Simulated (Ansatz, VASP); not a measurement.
**Ti in VASP and in Ansatz**

The input INCAR:

```
PREC = Accurate
ENCUT = 500
EDIFF = 1E-6
ISMEAR = 0
SIGMA = 0.15
LREAL = False
LASPH = True
NELM = 120
ALGO = Normal
ISIF = 2
LWAVE = False
LCHARG = False
GGA = PE
NBANDS = 25
GGA_COMPAT = False
```

Contents of KPOINTS:

```
regular mesh
0
Gamma
  12 12 14
```

POSCAR

```
Ti
1.0
    4.6171053002      0.0000000000      0.0000000000
   -2.3085526501      3.9985304820      0.0000000000
    0.0000000000      0.0000000000      2.8552651859
Ti
3
Direct
   -0.0094941117     -0.0189882234      0.0000000000
    0.3380803892      0.6761607784      0.5000000000
    0.6714137225      0.3428274450      0.5000000000
```

Input for Ansatz:

```yaml
crystal:
  lattice:
    - [4.6171053002, 0.0, 0.0]
    - [-2.3085526501, 3.998530482, 0.0]
    - [0.0, 0.0, 2.8552651859]
  atoms:
    - { symbol: Ti, position: [-0.0094941117, -0.0189882234, 0.0] }
    - { symbol: Ti, position: [0.3380803892, 0.6761607784, 0.5] }
    - { symbol: Ti, position: [0.6714137225, 0.342827445, 0.5] }
basis:
  ecutwfc: 520.0
kpoints:
  mp_grid: { grid: [12, 12, 14] }
hamiltonian:
  xc: pbe
  pseudopotentials: { kind: paw, azcp: { folder: soft_1 } }
scf:
  occupations: { method: gaussian, width: 0.15 }
output:
  forces: true
  stress: true
  eigenvalues: true
```

Change from the starting cell: mode 6 frozen in at -0.075 Å, equal normal strain along x, y and z +0.0083.

Alike in both runs: task single point; functional PBE; k mesh 12 × 12 × 14; occupations gaussian, width 0.15 eV; no spin polarisation.

|  | VASP | Ansatz |
| --- | --- | --- |
| version | VASP 6.6.1 | Ansatz 0.2.0 |
| potentials or method | VASP PAW PBE potentials, release 64 (Ti_sv), cutoff 500 eV | scalar-relativistic, plane waves, PAW |
| valence electrons in the cell | 36 | 36 |

|  | VASP | Ansatz | Ansatz less VASP |
| --- | --- | --- | --- |
| gap on the k mesh at the Fermi level (eV) | none | none | - |
| pressure (GPa) | -2.6 | -2.4 | +0.21 |
| traceless stress, the component that is largest in VASP (GPa) | 0.43 | 0.44 | +0.006 |
| rms of the force components (eV/Å) | 0.121 | 0.122 | +0.0014 |

Atom by atom the forces differ by 0.001 eV/Å (rms over components). A gap of «none» marks a metal or a gap that the smearing closes.
